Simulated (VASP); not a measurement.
# N2: relaxation of the atoms with LDA

N2, in a box:

```
N
1.0
     9.00000    0.00000    0.00000
     0.00000    9.50000    0.00000
     0.00000    0.00000   10.00000
N
2
Direct
  0.50000 0.50000 0.44450
  0.50000 0.50000 0.55550
```

```json
{
  "Program": "VASP 6.6.1",
  "Task": "relaxation of the atoms",
  "Functional": "LDA",
  "Potentials or basis": "VASP PAW LDA potentials, release 64 (N)",
  "Cutoff": "520 eV",
  "k mesh": "1 × 1 × 1",
  "Occupations": "fermi-dirac, width 0.05 eV",
  "Spin": "no spin polarisation",
  "Dipole correction": "no",
  "Further INCAR settings": "ALGO = Normal; EDIFF = 1e-06; IBRION = 2; EDIFFG = -0.02; NSW = 60"
}
```

The energy gained by relaxing is 1.9 meV/atom and the ionic steps are 4. The gap between the frontier levels is 8.09 eV.

Forces on the atoms (eV/Å):
```
N    0.000  0.000 -0.003
N    0.000  0.000  0.003
```

Step by step:
```
step  energy change (eV)  largest force (eV/Å)  pressure (GPa)
   1              0.0000                1.0583           -0.08
   2              0.8862               21.1637            1.32
   3             -0.0038                0.0479            0.00
   4             -0.0038                0.0025           -0.01
```

Final structure:
```xyz
2
Lattice="9.0000 0.0000 0.0000 0.0000 9.5000 0.0000 0.0000 0.0000 10.0000" Properties=species:S:1:pos:R:3 pbc="T T T"
N     4.5000    4.7500    4.4485
N     4.5000    4.7500    5.5515
```

Levels at points of the mesh, in eV from the valence-band top:
| k point | band 2 | band 3 | band 4 | band 5 | band 6 | band 7 | band 8 | band 9 |
| --- | --- | --- | --- | --- | --- | --- | --- | --- |
| (0.00, 0.00, 0.00) | -3.06 | -1.52 | -1.52 | 0.00 | 8.09 | 8.09 | 10.04 | 11.44 |

It took 28 s on 1 thread of AMD EPYC 9R45 96-Core Processor (Zen 5) (shared host), peak memory 0.49 GiB.

Caveat: the standard files for N, O and F lose accuracy on very short bonds.
